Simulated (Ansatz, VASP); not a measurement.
One calculation of SrTiO3, two programs

INCAR

```
ALGO     = Normal         # electronic algorithm
EDIFF    = 1E-6           # SCF threshold, eV
ENCUT    = 520            # plane-wave cutoff, eV
GGA      = PE             # functional
ISIF     = 2              # what is computed and relaxed
ISMEAR   = 0              # smearing method
LASPH    = True           # aspherical terms in the spheres
LCHARG   = False          # write CHGCAR
LREAL    = False          # projectors in reciprocal space
LWAVE    = False          # write WAVECAR
NBANDS   = 28             # bands
NELM     = 60             # most SCF steps
PREC     = Accurate       # precision mode
SIGMA    = 0.02           # smearing width, eV
```

The input KPOINTS:

```
k-points
0
Gamma
  8 8 8
```

Contents of POSCAR:

```
SrTiO3
1.0
    3.7721929677      0.0000000000      0.0000000000
    0.0000000000      3.7721929677      0.0000000000
    0.0000000000      0.0000000000      3.7721929677
Sr Ti O
1 1 3
Direct
    0.5000000000      0.5000000000      0.5000000000
    0.0000000000      0.0000000000      0.0000000000
    0.5000000000      0.0000000000      0.0000000000
    0.0000000000      0.5000000000      0.0000000000
    0.0000000000      0.0000000000      0.5000000000
```

Input for Ansatz:

```yaml
crystal:
  lattice:
    - [3.7721929677, 0.0, 0.0]
    - [0.0, 3.7721929677, 0.0]
    - [0.0, 0.0, 3.7721929677]
  atoms:
    - { symbol: Sr, position: [0.5, 0.5, 0.5] }
    - { symbol: Ti, position: [0.0, 0.0, 0.0] }
    - { symbol: O, position: [0.5, 0.0, 0.0] }
    - { symbol: O, position: [0.0, 0.5, 0.0] }
    - { symbol: O, position: [0.0, 0.0, 0.5] }
basis:
  ecutwfc: 420
kpoints:
  mp_grid: { grid: [8, 8, 8] }
hamiltonian:
  xc: pbe
scf:
  occupations: { method: gaussian, width: 0.02 }
output:
  forces: true
  stress: true
  eigenvalues: true
```

Alike in both runs: task single point; functional PBE; k mesh 8 × 8 × 8; occupations gaussian, width 0.02 eV; no spin polarisation.

|  | VASP | Ansatz |
| --- | --- | --- |
| version | VASP 6.6.1 | Ansatz 0.2.0 |
| potentials or method | VASP PAW PBE potentials, release 64 (Sr_sv, Ti_sv, O), cutoff 520 eV | scalar-relativistic, plane waves, PAW |
| valence electrons in the cell | 40 | 40 |

|  | VASP | Ansatz | Ansatz less VASP |
| --- | --- | --- | --- |
| gap on the k mesh at the Fermi level (eV) | 2.04 | 2.08 | +0.039 |
| least direct gap on the mesh (eV) | 2.31 | 2.33 | +0.022 |

The functional is the same, so the differences come from potentials, cutoffs and numerics.
